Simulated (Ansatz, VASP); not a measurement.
# Two plane-wave programs on TiTe2

```
Ti Te
1.0
     3.77700    0.00000    0.00000
    -1.88850    3.27098    0.00000
     0.00000    0.00000    6.49800
Ti Te
1 2
Direct
  0.00000 0.00000 0.00000
  0.66667 0.33333 0.26340
  0.33333 0.66667 0.73660
```

Alike in both runs: functional PBE; dispersion D3(BJ); k mesh 12 × 12 × 8; occupations gaussian, width 0.1 eV; no spin polarisation.

Ansatz relaxed the structure, and its values are those at the end. VASP's run is a single point on that final structure, the one shown.

|  | VASP | Ansatz |
| --- | --- | --- |
| version | VASP 6.6.1 | Ansatz 0.2.0 |
| potentials or method | VASP PAW PBE potentials, release 64 (Ti_sv, Te), cutoff 520 eV | scalar-relativistic, plane waves, PAW |
| valence electrons in the cell | 24 | 44 |

```csv
,VASP,Ansatz,Ansatz less VASP
gap on the k mesh at the Fermi level (eV),none,none,-
pressure (GPa),-2.2,-2.2,+0.02
rms of the force components (eV/Å),0.005,0.000,-0.0045
```

A gap of «none» marks a metal or a gap that the smearing closes. VASP's potentials hold 24 valence electrons a cell and Ansatz's 44, so a difference there can come from the potentials and not from the codes. Ansatz's warnings: stress scf threshold loose.

Neither program's run includes spin-orbit coupling.
